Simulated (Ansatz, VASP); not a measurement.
# Hg in VASP and in Ansatz

Contents of INCAR:

```
  ALGO = Fast
  EDIFF = 1E-7
  ENCUT = 520
  GGA = PE
  ISIF = 2
  ISMEAR = 0
  LASPH = T
  LCHARG = F
  LREAL = F
  LWAVE = F
  NBANDS = 12
  NELM = 100
  PREC = Accurate
  SIGMA = 0.15
```

File KPOINTS:

```
k-points
0
Gamma
  18 18 18
```

File POSCAR:

```
Hg
1.0
    1.8684004917      1.0787215269      2.0552800000
   -1.8684004917      1.0787215269      2.0552800000
    0.0000000000     -2.1574430537      2.0552800000
Hg
1
Direct
    0.0000000000      0.0000000000      0.0000000000
```

Input for Ansatz:

```yaml
crystal:
  lattice:
    - [1.8684004917, 1.0787215269, 2.05528]
    - [-1.8684004917, 1.0787215269, 2.05528]
    - [0.0, -2.1574430537, 2.05528]
  atoms:
    - { symbol: Hg, position: [0.0, 0.0, 0.0] }
basis:
  ecutwfc: 420
kpoints:
  mp_grid: { grid: [18, 18, 18] }
hamiltonian:
  xc: pbe
scf:
  occupations: { method: gaussian, width: 0.15 }
output:
  forces: true
  stress: true
  eigenvalues: true
```

Change from the starting cell: strain +0.080 along x and y, -0.080 along z, atoms carried along.

Alike in both runs: task single point; functional PBE; k mesh 18 × 18 × 18; occupations gaussian, width 0.15 eV; no spin polarisation.

```csv
,VASP,Ansatz
version,VASP 6.6.1,Ansatz 0.2.0
potentials or method,"VASP PAW PBE potentials, release 64 (Hg), cutoff 520 eV","scalar-relativistic, plane waves, PAW"
valence electrons in the cell,12,20
```

|  | VASP | Ansatz | Ansatz less VASP |
| --- | --- | --- | --- |
| gap on the k mesh at the Fermi level (eV) | none | none | - |
| pressure (GPa) | 4.6 | 4.2 | -0.38 |
| traceless stress, the component that is largest in VASP (GPa) | 0.66 | 0.53 | -0.136 |

A gap of «none» marks a metal or a gap that the smearing closes. With one functional, cell and mesh, what is left measures potentials, basis and numerics. VASP's potentials hold 12 valence electrons a cell and Ansatz's 20, so a difference there can come from the potentials and not from the codes.

Spin-orbit coupling is off throughout.
